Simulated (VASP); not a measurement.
S:

```xyz
1
Lattice="-1.6794 1.6794 2.5549 1.6794 -1.6794 2.5549 1.6794 1.6794 -2.5549" Properties=species:S:1:pos:R:3 pbc="T T T"
S     0.0000    0.0000    0.0000
```

- Program: VASP 6.6.1
- Task: relaxation of cell and atoms
- Functional: PBEsol
- Potentials or basis: VASP PAW PBE potentials, release 64 (S)
- Cutoff: 600 eV
- k mesh: 8 × 8 × 8
- Occupations: gaussian, width 0.1 eV
- Spin: no spin polarisation

At the start: pressure -14.0 GPa; volume 28.82 Å³/atom.

**Question.** How do energy, volume and symmetry change on relaxing?

**Answer.** Over 31 steps the energy falls by 1802.1 meV/atom and the volume is 18.96 Å³/atom (-34.2 %); space group I4/mmm (No. 139, to 0.05 Å).

The path:
```
step  energy change (eV)  largest force (eV/Å)  pressure (GPa)  volume (Å³)
   1              0.0000                0.0000          -14.03        28.82
   2             -0.9111                0.0000          -14.50        19.52
   3              7.0421                0.0000          633.06         5.57
   4             -1.0395                0.0000          -12.14        18.04
   5             -1.1587                0.0000           10.34        13.68
   6             -1.1876                0.0000           -1.94        15.21
   7             -1.1909                0.0000            0.24        14.87
   8             -1.1904                0.0000            1.79        14.65
   9             -1.2100                0.0000            3.26        14.57
  10             -1.2774                0.0000            6.64        14.39
  11             -1.4192                0.0000           13.24        13.86
  12             -0.7403                0.0000           72.17        12.23
  13             -1.4519                0.0000           18.08        13.65
  14             -1.3692                0.0000           38.91        13.00
  15             -1.4641                0.0000           26.12        13.36
  16             -1.4682                0.0000           26.55        13.38
  17             -1.4792                0.0000           27.66        13.42
  18             -1.4894                0.0000           29.34        13.51
  19             -1.5029                0.0000           28.38        13.59
  20             -1.5409                0.0000           25.63        13.83
  21             -1.6066                0.0000           20.65        14.32
  22             -1.7027                0.0000           12.58        15.34
  23             -1.7908                0.0000            2.05        17.49
  24             -1.7968                0.0000           -0.36        18.19
  25             -1.7970                0.0000           -0.98        18.39
  26             -1.7983                0.0000           -0.74        18.42
  27             -1.8008                0.0000            0.04        18.50
  28             -1.8001                0.0000            1.66        18.67
  29             -1.8014                0.0000            0.70        18.57
  30             -1.8017                0.0000            0.50        18.68
  31             -1.8021                0.0000           -0.02        18.96
```

Final structure:
```xyz
1
Lattice="-1.1684 1.1684 3.4720 1.1684 -1.1684 3.4720 1.1684 1.1684 -3.4720" Properties=species:S:1:pos:R:3 pbc="T T T"
S     0.0000    0.0000    0.0000
```

Caveat: the volume moved by over 15 % at a fixed basis, so the end points are rough; the PAW data sets were made with another functional, which shifts forces and pressure a little.
